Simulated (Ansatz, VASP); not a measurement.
**Two plane-wave programs on HfB2**

The input INCAR:

```
SYSTEM = HfB2
PREC = Accurate ; ENCUT = 500
EDIFF = 1E-7 ; ISMEAR = 0
SIGMA = 0.1 ; LREAL = .False.
LASPH = .True. ; NELM = 120
ALGO = Normal ; ISIF = 3
LWAVE = .False. ; LCHARG = .False.
GGA = CA ; IBRION = 2
NSW = 100 ; EDIFFG = -0.05
GGA_COMPAT = .False. ; NELMIN = 4
```

File KPOINTS:

```
regular mesh
0
Gamma
  9 9 6
  0 0 0
```

POSCAR

```
HfB2
1.0
    3.1400000000      0.0000000000      0.0000000000
   -1.5700000000      2.7193197679      0.0000000000
    0.0000000000      0.0000000000      3.4800000000
Hf B
1 2
Direct
    0.0000000000      0.0000000000      0.0000000000
    0.3333333333      0.6666666667      0.5000000000
    0.6666666667      0.3333333333      0.5000000000
```

Input for Ansatz:

```yaml
crystal:
  lattice:
    - [3.14, 0.0, 0.0]
    - [-1.57, 2.7193197679, 0.0]
    - [0.0, 0.0, 3.48]
  atoms:
    - { symbol: Hf, position: [0.0, 0.0, 0.0] }
    - { symbol: B, position: [0.3333333333, 0.6666666667, 0.5] }
    - { symbol: B, position: [0.6666666667, 0.3333333333, 0.5] }
basis:
  ecutwfc: 420
kpoints:
  mp_grid: { grid: [9, 9, 6] }
hamiltonian:
  xc: lda
scf:
  occupations: { method: gaussian, width: 0.1 }
output:
  forces: true
  stress: true
  eigenvalues: true
relax:
  adjacent_minimum: "off"
  f_tol: 0.05
  max_steps: 80
  cell: { stress_tol: 0.5 }
```

Alike in both runs: task relaxation of cell and atoms; functional LDA; k mesh 9 × 9 × 6; occupations gaussian, width 0.1 eV; no spin polarisation.

|  | VASP | Ansatz |
| --- | --- | --- |
| version | VASP 6.6.1 | Ansatz 0.2.0 |
| potentials or method | VASP PAW LDA potentials, release 64 (Hf_pv, B), cutoff 500 eV | scalar-relativistic, plane waves, PAW |
| valence electrons in the cell | 16 | 32 |

VASP gave:

* gap on the k mesh at the Fermi level, each at its own relaxed structure (eV): none
* relaxed volume (Å³/atom): 9.54
* relaxed cell length with the largest relative difference (Å): 3.425

Task: Estimate Ansatz's values.

Result: gap on the k mesh at the Fermi level, each at its own relaxed structure (eV): none; relaxed volume (Å³/atom): 9.52; relaxed cell length with the largest relative difference (Å): 3.418.

LDA's correlation is that of Perdew and Zunger in VASP and of Perdew and Wang (1992) in Ansatz. A gap of «none» marks a metal or a gap that the smearing closes. VASP's potentials hold 16 valence electrons a cell and Ansatz's 32, so a difference there can come from the potentials and not from the codes.

Spin-orbit coupling is off throughout.
